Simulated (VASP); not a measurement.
Wanted: the native input for a VASP 6.6.1 run.

| Quantity | Value |
| --- | --- |
| Task | single point |
| Functional | PBE |
| Potentials or basis | VASP PAW PBE potentials, release 64 (Ag_sv_GW, Cl) |
| Cutoff | 630 eV |
| k mesh | 8 × 8 × 8 |
| Occupations | fermi-dirac, width 0.02 eV |
| Spin | no spin polarisation |
| Dipole correction | no |
| Further INCAR settings | ALGO = Normal; EDIFF = 1e-06; NBANDS = 20 |

The structure of AgCl lies in POSCAR:

```
AgCl
1.0
    3.5470312686      0.0000000000      0.0000000000
    0.0000000000      3.3955880419      0.0000000000
    0.0000000000      0.0000000000      3.3955880419
Ag Cl
1 1
Direct
    0.0000000000      0.0000000000      0.0000000000
    0.5000000000      0.5000000000      0.5000000000
```

This cell differs from its parent crystal: uniaxial x strain +4.5%.

These files were run (other wordings do the same):

INCAR

```
  ALGO = Normal
  EDIFF = 1E-6
  ENCUT = 630
  GGA = PE
  GGA_COMPAT = F
  ISIF = 2
  ISMEAR = -1
  LASPH = T
  LCHARG = F
  LREAL = F
  LWAVE = F
  NBANDS = 20
  NELM = 120
  PREC = Accurate
  SIGMA = 0.02
```

KPOINTS

```
k-points
0
Gamma
  8 8 8
```

Potentials or basis: VASP PAW PBE potentials, release 64 (Ag_sv_GW, Cl).

The run is started by

```sh
$ cat potpaw_PBE.64/Ag_sv_GW/POTCAR potpaw_PBE.64/Cl/POTCAR > POTCAR
$ mpirun -np 1 vasp_std > vasp.out
```

Results of the run:

```json
{
  "Pressure": "-0.8 GPa",
  "Band gap on the k mesh": "0.52 eV (least direct gap 1.89 eV)"
}
```

Caveat: the cell differs from its parent crystal (uniaxial x strain +4.5%); the structure was generated, so it needn't be the stable form of AgCl; semilocal functionals underestimate gaps, and a narrow one can read as zero.

Run time: 31 s on 1 thread of AMD EPYC 9R45 96-Core Processor (Zen 5) (shared host), peak memory 0.21 GiB.
